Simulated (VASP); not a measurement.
Wanted: the native input for a VASP 6.6.1 run.

* Task: single point
* Functional: LDA
* Potentials or basis: VASP PAW LDA potentials, release 64 (Ti_sv, H)
* Cutoff: 520 eV
* k mesh: 18 × 18 × 18
* Occupations: gaussian, width 0.15 eV
* Spin: no spin polarisation
* Dipole correction: no
* Further INCAR settings: ALGO = Normal; EDIFF = 1e-06; NBANDS = 14

The structure of TiH lies in POSCAR:

```
TiH
1.0
    0.0000000000      2.0516219871      2.0516219871
    1.9080084480      0.0000000000      2.0516219871
    1.9080084480      2.0516219871      0.0000000000
Ti H
1 1
Direct
   -0.0005727448      0.0005727448      0.0005727448
    0.5271979928      0.4728020072      0.4728020072
```

This cell differs from its parent crystal: atoms displaced along a vibrational mode, the cell strained.

One way to write it, as run:

INCAR

```
  PREC = Accurate
  ENCUT = 520
  EDIFF = 1E-6
  ISMEAR = 0
  SIGMA = 0.15
  LREAL = F
  LASPH = T
  NELM = 80
  ALGO = Normal
  ISIF = 2
  LWAVE = F
  LCHARG = T
  LELF = T
  LVHAR = T
  NBANDS = 14
```

KPOINTS

```
regular mesh
0
Gamma
  18 18 18
```

Potentials or basis: VASP PAW LDA potentials, release 64 (Ti_sv, H).

Launch:

```sh
$ cat potpaw_LDA.64/Ti_sv/POTCAR potpaw_LDA.64/H/POTCAR > POTCAR
$ mpirun -np 1 vasp_std > vasp.out
```

Results of the run:

* Pressure: 13.9 GPa
* Largest force: 0.910 eV/Å
* Band gap on the k mesh: zero (an odd number of electrons rules out a gap without spin polarisation)

Caveat: the cell differs from its parent crystal (atoms displaced along a vibrational mode, the cell strained); the cell stands under pressure.

Run time: 32 s on 1 thread of Intel(R) Xeon(R) 6975P-C (Granite Rapids), on a shared host, peak memory 0.22 GiB.
